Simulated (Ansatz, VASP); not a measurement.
**Cu: VASP beside Ansatz**

File INCAR:

```
  PREC = Accurate
  ENCUT = 520
  EDIFF = 1E-6
  ISMEAR = -1
  SIGMA = 0.1
  LREAL = False
  LASPH = True
  NELM = 80
  ALGO = Normal
  ISIF = 2
  LWAVE = False
  LCHARG = False
  NBANDS = 12
```

The input KPOINTS:

```
regular mesh
0
Gamma
  25 25 25
```

The input POSCAR:

```
Cu
1.0
    0.0000000000      1.8045241969      1.8045241969
    1.8045241969      0.0000000000      1.8045241969
    1.8045241969      1.8045241969      0.0000000000
Cu
1
Direct
    0.0000000000      0.0000000000      0.0000000000
```

Input for Ansatz:

```yaml
crystal:
  lattice:
    - [0.0, 1.80452421, 1.80452421]
    - [1.80452421, 0.0, 1.80452421]
    - [1.80452421, 1.80452421, 0.0]
  atoms:
    - { symbol: Cu, position: [0.0, 0.0, 0.0] }
hamiltonian:
  xc: lda
  pseudopotentials:
    kind: paw
    azcp:
      Cu: "pseudopotentials/Cu.paw.azcp"
basis:
  ecutwfc: 420
  fft_grid_basis: typed
kpoints:
  mp_grid: { grid: [25, 25, 25], shift: [0, 0, 0] }
magnetization:
  spin_polarized: false
scf:
  occupations: { method: fermi_dirac, width: 0.1 }
output:
  stress: true
```

Alike in both runs: task single point; functional LDA; k mesh 25 × 25 × 25; occupations fermi-dirac, width 0.1 eV; no spin polarisation.

|  | VASP | Ansatz |
| --- | --- | --- |
| version | VASP 6.6.1 | Ansatz 0.2.0 |
| potentials or method | VASP PAW LDA potentials, release 64 (Cu), cutoff 520 eV | plane waves (420 eV) with PAW, scalar-relativistic |
| valence electrons in the cell | 11 | 19 |

Ansatz gave:

* pressure (GPa): -11.9

Which values does VASP return?

Pressure (GPa): -11.1.

Ansatz warns that its potentials were made for another functional, while VASP's fit it. LDA's correlation is that of Perdew and Zunger in VASP and of Perdew and Wang (1992) in Ansatz. VASP's potentials hold 11 valence electrons a cell and Ansatz's 19, so a difference there can come from the potentials and not from the codes.
